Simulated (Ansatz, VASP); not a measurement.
## One calculation of Be4Ag, two programs

```
Be Ag
1.0
     6.38382    0.00000    0.00000
    -3.19191    5.52855    0.00000
     0.00000    0.00000    5.36790
Be Ag
8 2
Cartesian
  4.2434 0.0000 0.0000
  -2.1217 3.6749 0.0000
  1.0702 1.8536 0.0000
  2.1404 0.0000 0.0000
  -1.0702 1.8536 0.0000
  2.1217 3.6749 0.0000
  0.0000 3.6857 0.0000
  3.1919 1.8429 0.0000
  0.0000 0.0000 1.3630
  0.0000 0.0000 4.0049
```

Alike in both runs: functional PBE; k mesh 6 × 6 × 4; occupations gaussian, width 0.1 eV; no spin polarisation.

Ansatz relaxed the structure, and its values are those at the end. VASP's run is a single point on that final structure, the one shown.

|  | VASP | Ansatz |
| --- | --- | --- |
| version | VASP 6.6.1 | Ansatz 0.2.0 |
| potentials or method | VASP PAW PBE potentials, release 64 (Be, Ag), cutoff 520 eV | scalar-relativistic, plane waves, PAW |
| valence electrons in the cell | 38 | 54 |

|  | VASP | Ansatz | Ansatz less VASP |
| --- | --- | --- | --- |
| gap on the k mesh at the Fermi level (eV) | none | none | - |
| pressure (GPa) | 0.1 | 0.1 | -0.03 |
| rms of the force components (eV/Å) | 0.005 | 0.005 | -0.0004 |

A gap of «none» marks a metal or a gap that the smearing closes. VASP's potentials hold 38 valence electrons a cell and Ansatz's 54, so a difference there can come from the potentials and not from the codes.
